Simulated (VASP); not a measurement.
GaP, 4 atoms in the cell. Symmetry: R-3m, No. 166, trigonal system. Conventional cell: a = 3.886 Å, b = 3.886 Å, c = 19.292 Å, α = 90.00°, β = 90.00°, γ = 120.00°. Ga (site symmetry 3m) has 3 P at 2.40 Å and 1 Ga at 2.49 Å within 3.2 Å. Within 2.9 Å of P (site symmetry 3m) lie 1 P at 2.21 Å and 3 Ga at 2.40 Å. 

- Program: VASP 6.6.1
- Task: single point
- Functional: PBE
- Potentials or basis: VASP PAW PBE potentials, release 64 (Ga_d, P)
- Cutoff: 520 eV
- k mesh: 6 × 6 × 6
- Occupations: gaussian, width 0.1 eV
- Spin: no spin polarisation
- Dipole correction: no
- Further INCAR settings: ALGO = Normal; EDIFF = 1e-07; NBANDS = 26

Potentials or basis: VASP PAW PBE potentials, release 64 (Ga_d, P).

The run is started by

```sh
$ cat potpaw_PBE.64/Ga_d/POTCAR potpaw_PBE.64/P/POTCAR > POTCAR
$ mpirun -np 1 vasp_std > vasp.out
```

Hardware: 1 thread of Intel(R) Xeon(R) 6975P-C (Granite Rapids), on a shared host.

Question: Estimate the wall time of this run.

Answer: It took 2 min on 1 thread of Intel(R) Xeon(R) 6975P-C (Granite Rapids), on a shared host, peak memory 0.37 GiB. Counts: scf iterations 15, k points 32.
